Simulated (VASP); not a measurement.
# AgCl (Fm-3m) in VASP: notebook

The runs below take AgCl through single point, with LDA.

All numbers are computed with VASP 6.6.1; they aren't measurements. Logs are shortened: lines on timing, memory, paths and dates and some standing lists are left out, and cuts for length are marked.

### Step 1. The cell of the first run

Symmetry: Fm-3m, No. 225, cubic system. The conventional cell has a = 5.354 Å, b = 5.354 Å, c = 5.354 Å, α = 90.00°, β = 90.00°, γ = 90.00°. Ag (site symmetry m-3m) has 6 Cl at 2.68 Å within 3.5 Å. Cl (site symmetry m-3m) has 6 Ag at 2.68 Å within 3.5 Å.

### Step 2. Single point, LDA, non-collinear spin, zero start, spin-orbit coupling

INCAR

```
PREC = Accurate
ENCUT = 520
EDIFF = 1E-6
ISMEAR = 0
SIGMA = 0.01
LREAL = False
LASPH = True
NELM = 150
ALGO = Normal
ISIF = 2
LWAVE = False
LCHARG = False
LNONCOLLINEAR = True
MAGMOM = 0 0 0 0 0 0
LORBIT = 11
LSORBIT = True
GGA_COMPAT = False
LORBMOM = True
LMAXMIX = 4
GGA = CA
NBANDS = 30
```

KPOINTS

```
regular mesh
0
Gamma
  8 8 8
```

POSCAR

```
AgCl
1.0
    0.0000000000      2.6770631764      2.6770631764
    2.6770631764      0.0000000000      2.6770631764
    2.6770631764      2.6770631764      0.0000000000
Ag Cl
1 1
Direct
    0.0000000000      0.0000000000      0.0000000000
    0.5000000000      0.5000000000      0.5000000000
```

Potentials or basis: VASP PAW LDA potentials, release 64 (Ag, Cl).

The run is started by

```sh
cat potpaw_LDA.64/Ag/POTCAR potpaw_LDA.64/Cl/POTCAR > POTCAR
mpirun -np 1 vasp_ncl > vasp.out
```

OUTCAR:

```text
PREC = Accurate
   ENCUT = 520
   EDIFF = 1E-6
   ISMEAR = 0
   LREAL = False
   LASPH = True
   NELM = 150
   ISIF = 2
   LNONCOLLINEAR = True
   LORBIT = 11
   LSORBIT = True
   GGA = CA

 ion  position               nearest neighbor table
   1  0.000  0.000  0.000-   2 2.68   2 2.68   2 2.68   2 2.68   2 2.68   2 2.68
   2  0.500  0.500  0.500-   1 2.68   1 2.68   1 2.68   1 2.68   1 2.68   1 2.68

  LATTYP: Found a face centered cubic cell.
 ALAT       =     5.3541263528

  Lattice vectors:

 A1 = (   0.0000000000,   2.6770631764,   2.6770631764)
 A2 = (   2.6770631764,   0.0000000000,   2.6770631764)
 A3 = (   2.6770631764,   2.6770631764,   0.0000000000)

Analysis of symmetry for initial positions (statically):
=====================================================================
 Subroutine PRICEL returns:
 Original cell was already a primitive cell.

 Routine SETGRP: Setting up the symmetry group for a
 face centered cubic supercell.

 Subroutine GETGRP returns: Found 48 space group operations
 (whereof 48 operations were pure point group operations)
 out of a pool of 48 trial point group operations.

The static configuration has the point symmetry O_h .

Analysis of symmetry for dynamics (positions and initial velocities):
=====================================================================
 Subroutine PRICEL returns:
 Original cell was already a primitive cell.

 Routine SETGRP: Setting up the symmetry group for a
 face centered cubic supercell.

 Subroutine GETGRP returns: Found 48 space group operations
 (whereof 48 operations were pure point group operations)
 out of a pool of 48 trial point group operations.

The dynamic configuration has the point symmetry O_h .

Analysis of structural, dynamic, and magnetic symmetry:
=====================================================================
 Subroutine PRICEL returns:
 Original cell was already a primitive cell.

 Routine SETGRP: Setting up the symmetry group for a
 face centered cubic supercell.

 Subroutine GETGRP returns: Found 48 space group operations
 (whereof 48 operations were pure point group operations)
 out of a pool of 48 trial point group operations.

The overall configuration has the point symmetry O_h .

 Subroutine INISYM returns: Found 48 space group operations
 (whereof 48 operations are pure point group operations),
 and found     1 'primitive' translations

----------------------------------------------------------------------------------------

                                     Primitive cell

  volume of cell :      38.3712

  direct lattice vectors                    reciprocal lattice vectors
     0.000000000  2.677063176  2.677063176    -0.186771834  0.186771834  0.186771834
     2.677063176  0.000000000  2.677063176     0.186771834 -0.186771834  0.186771834
     2.677063176  2.677063176  0.000000000     0.186771834  0.186771834 -0.186771834

  length of vectors
     3.785939051  3.785939051  3.785939051     0.323498306  0.323498306  0.323498306

  position of ions in fractional coordinates (direct lattice)
     0.000000000  0.000000000  0.000000000
     0.500000000  0.500000000  0.500000000

  ion indices of the primitive-cell ions
   primitive index   ion index
                 1           1
                 2           2

----------------------------------------------------------------------------------------

 KPOINTS: regular mesh

Automatic generation of k-mesh.
 Grid dimensions read from file:
 generate k-points for:    8    8    8

 Generating k-lattice:

  Cartesian coordinates                     Fractional coordinates (reciprocal lattice)
    -0.023346479  0.023346479  0.023346479     0.125000000  0.000000000  0.000000000
     0.023346479 -0.023346479  0.023346479     0.000000000  0.125000000  0.000000000
     0.023346479  0.023346479 -0.023346479     0.000000000  0.000000000  0.125000000

  Length of vectors
     0.040437288  0.040437288  0.040437288

  Shift w.r.t. Gamma in fractional coordinates (k-lattice)
     0.000000000  0.000000000  0.000000000

 Subroutine IBZKPT returns following result:
 ===========================================

 Found     29 irreducible k-points:

 Following reciprocal coordinates:
            Coordinates               Weight
  0.000000  0.000000  0.000000      1.000000
  0.125000  0.000000  0.000000      8.000000
  0.250000  0.000000  0.000000      8.000000
  0.375000  0.000000  0.000000      8.000000
  0.500000  0.000000  0.000000      4.000000
  0.125000  0.125000  0.000000      6.000000
[... 16 lines left out ...]
  0.500000  0.250000  0.125000     48.000000
 -0.375000  0.250000  0.125000     24.000000
 [... further k-points ...]
[... 26 lines left out ...]
   POTIM  = 0.5000    time-step for ionic-motion
   TEBEG  =    0.0;   TEEND  =   0.0 temperature during run
   PSTRESS=    0.0 pullay stress
   NELECT =      18.0000    total number of electrons
   NUPDOWN=      -1.0000    fix difference up-down
   EMIN   =  10.00;   EMAX   =-10.00  energy-range for DOS
   EFERMI =   0.00;   METHOD = LEGACY
   ISMEAR =     0;   SIGMA  =   0.01  broadening in eV -4-tet -1-fermi 0-gaus
   EFERMI_NEDOS =   21; number of points for ismear=-14 and -15
   IALGO  =     38    algorithm
   IMIX   =      4    mixing-type and parameters
     AMIX     =   0.40;   BMIX     =  1.00
     AMIX_MAG =   1.60;   BMIX_MAG =  1.00
  volume/ion in A,a.u.               =      19.19       129.47
  Fermi-wavevector in a.u.,A,eV,Ry     =   1.272029  2.403786 22.015016  1.618058
  Thomas-Fermi vector in A             =   2.404930
   LORBIT       =     11    0 simple, 1 ext, 2 COOP (PROOUT), +10 PAW based schemes
   GGA     = CA    functional components
   LHFCALC =     F    Hartree Fock is set to
   AEXX    =    0.0000 exact exchange contribution
   IVDW    =     0    specifies the selected vdW correction
   LEPSILON=     F    determine dielectric tensor
   LRPA    =     F    only Hartree local field effects (RPA)
 Gauss-broadening in eV      SIGMA  =   0.01
  energy-cutoff  :      520.00
  volume of cell :       38.37
 maximum number of plane-waves:      2112
   NGX = 15   NGY = 15   NGZ = 15

 number of electron      18.0000004 magnetization      -0.0000000      0.0000000     -0.0000000

 number of electron      18.0000004 magnetization      -0.0000000     -0.0000000     -0.0000000

 number of electron      18.0000004 magnetization       0.0000000      0.0000000      0.0000000

 Free energy of the ion-electron system (eV)
  ---------------------------------------------------
  ext. energy  EPLUGINS =         0.00000000
  ---------------------------------------------------
  free energy    TOTEN  =        -6.81531639 eV

  energy without entropy =       -6.81531639  energy(sigma->0) =       -6.81531639

 E-fermi :   5.0949     XC(G=0): -10.9805

 val. band max:        5.0537904471   @ k =   0.5000   0.0000   0.0000
 cond. band min:       5.6713374121   @ k =   0.0000   0.0000   0.0000
 fundamental gap:      0.6175469651
 Fermi energy:         5.0948633205

 k-point     1 :       0.0000    0.0000    0.0000
  band No.  band energies     occupation
      1     -10.7950      1.00000
      2     -10.7950      1.00000
      3       1.7060      1.00000
      4       1.7060      1.00000
      5       1.7060      1.00000
      6       1.7060      1.00000
[... 781 lines left out ...]
     29      18.6651      0.00000
     30      18.6651      0.00000

 [... further k-points ...]

------------------------ aborting loop because EDIFF is reached ----------------------------------------

  FORCE on cell =-STRESS in cart. coord.  units (eV):
  Direction    XX          YY          ZZ          XY          YZ          ZX
  --------------------------------------------------------------------------------------
  -------------------------------------------------------------------------------------
  Total       -0.0025076     -0.0025076     -0.0025076      0.0000000      0.0000000      0.0000000
  in kB       -0.1047060     -0.1047060     -0.1047060      0.0000000      0.0000000      0.0000000
  external PRESSURE =      -0.1047060 kB  Pullay stress =       0.0000000 kB

 VOLUME and BASIS-vectors are now :
 -----------------------------------------------------------------------------
  energy-cutoff  :      520.00
  volume of cell :       38.37
      direct lattice vectors                 reciprocal lattice vectors
     0.000000000  2.677063176  2.677063176    -0.186771834  0.186771834  0.186771834
     2.677063176  0.000000000  2.677063176     0.186771834 -0.186771834  0.186771834
     2.677063176  2.677063176  0.000000000     0.186771834  0.186771834 -0.186771834

 POSITION                                       TOTAL-FORCE (eV/Angst)
 -----------------------------------------------------------------------------------
      0.00000      0.00000      0.00000         0.000000      0.000000      0.000000
      2.67706      2.67706      2.67706         0.000000     -0.000000     -0.000000
 -----------------------------------------------------------------------------------
    total drift:                                0.000000      0.000000      0.000000

  FREE ENERGIE OF THE ION-ELECTRON SYSTEM (eV)
  ---------------------------------------------------
  free  energy   TOTEN  =        -6.8153163929 eV

  energy  without entropy=       -6.8153163929  energy(sigma->0) =       -6.81531639

 orbital moment (x)

 # of ion     p       d       tot
 ----------------------------------------
  1         0.000   0.000   0.000
  2         0.000   0.000   0.000
 ----------------------------------------
            0.000   0.000   0.000

 orbital moment (y)

 # of ion     p       d       tot
 ----------------------------------------
  1         0.000   0.000   0.000
  2         0.000   0.000   0.000
 ----------------------------------------
            0.000   0.000   0.000

 orbital moment (z)

 # of ion     p       d       tot
 ----------------------------------------
  1         0.000   0.000   0.000
  2         0.000   0.000   0.000
 ----------------------------------------
            0.000   0.000   0.000

 Spin-Orbit-Coupling matrix elements

 Ion:    1  E_soc:     -0.0410491
 l=   1
     0.0000000    -0.0011274    -0.0011274
    -0.0011274     0.0000000    -0.0011274
    -0.0011274    -0.0011274     0.0000000
 l=   2
     0.0000000    -0.0011713     0.0000000    -0.0011713    -0.0045429
    -0.0011713     0.0000000    -0.0034072    -0.0011713    -0.0011357
     0.0000000    -0.0034072     0.0000000    -0.0034072     0.0000000
    -0.0011713    -0.0011713    -0.0034072     0.0000000    -0.0011357
    -0.0045429    -0.0011357     0.0000000    -0.0011357     0.0000000
 l=   3
     0.0000000     0.0000000     0.0000000     0.0000000     0.0000000     0.0000000     0.0000000
     0.0000000     0.0000000     0.0000000     0.0000000     0.0000000     0.0000000     0.0000000
     0.0000000     0.0000000     0.0000000     0.0000000     0.0000000     0.0000000     0.0000000
     0.0000000     0.0000000     0.0000000     0.0000000     0.0000000     0.0000000     0.0000000
     0.0000000     0.0000000     0.0000000     0.0000000     0.0000000     0.0000000     0.0000000
     0.0000000     0.0000000     0.0000000     0.0000000     0.0000000     0.0000000     0.0000000
     0.0000000     0.0000000     0.0000000     0.0000000     0.0000000     0.0000000     0.0000000

 Ion:    2  E_soc:     -0.0036352
 l=   1
     0.0000000    -0.0006059    -0.0006059
    -0.0006059     0.0000000    -0.0006059
    -0.0006059    -0.0006059     0.0000000
 l=   2
     0.0000000     0.0000000     0.0000000     0.0000000     0.0000000
     0.0000000     0.0000000     0.0000000     0.0000000     0.0000000
     0.0000000     0.0000000     0.0000000     0.0000000     0.0000000
     0.0000000     0.0000000     0.0000000     0.0000000     0.0000000
     0.0000000     0.0000000     0.0000000     0.0000000     0.0000000
 l=   3
     0.0000000     0.0000000     0.0000000     0.0000000     0.0000000     0.0000000     0.0000000
     0.0000000     0.0000000     0.0000000     0.0000000     0.0000000     0.0000000     0.0000000
     0.0000000     0.0000000     0.0000000     0.0000000     0.0000000     0.0000000     0.0000000
     0.0000000     0.0000000     0.0000000     0.0000000     0.0000000     0.0000000     0.0000000
     0.0000000     0.0000000     0.0000000     0.0000000     0.0000000     0.0000000     0.0000000
     0.0000000     0.0000000     0.0000000     0.0000000     0.0000000     0.0000000     0.0000000
     0.0000000     0.0000000     0.0000000     0.0000000     0.0000000     0.0000000     0.0000000

 total charge

# of ion       s       p       d       tot
------------------------------------------
    1        0.241   0.187   9.352   9.781
    2        1.601   3.451   0.000   5.052
--------------------------------------------------
tot          1.842   3.638   9.352  14.833

 magnetization (x)

# of ion       s       p       d       tot
------------------------------------------
    1        0.000   0.000  -0.000  -0.000
    2        0.000   0.000   0.000   0.000
--------------------------------------------------
tot          0.000   0.000  -0.000  -0.000

 magnetization (y)

# of ion       s       p       d       tot
------------------------------------------
    1        0.000  -0.000   0.000   0.000
    2        0.000  -0.000   0.000  -0.000
--------------------------------------------------
tot          0.000  -0.000   0.000   0.000

 magnetization (z)

# of ion       s       p       d       tot
------------------------------------------
    1        0.000  -0.000  -0.000   0.000
    2        0.000   0.000   0.000   0.000
--------------------------------------------------
tot          0.000   0.000  -0.000   0.000
```

Run time: 86 s. Hardware: 1 thread of Intel Xeon 8259CL, shared host; peak memory 0.23 GiB.

Results:

| Property | Result |
| --- | --- |
| Free energy | -6.8153 eV |
| Pressure | 0.0 GPa |
| Net moment | 0.00 μB per cell |
| Valence electrons inside the program's atomic spheres | Ag 9.78; Cl 5.05 |

Moments on the atoms (μB; x, y, z):
```
Ag  0.00 0.00 0.00
Cl  0.00 0.00 0.00
```

[end of part 1 of 2]
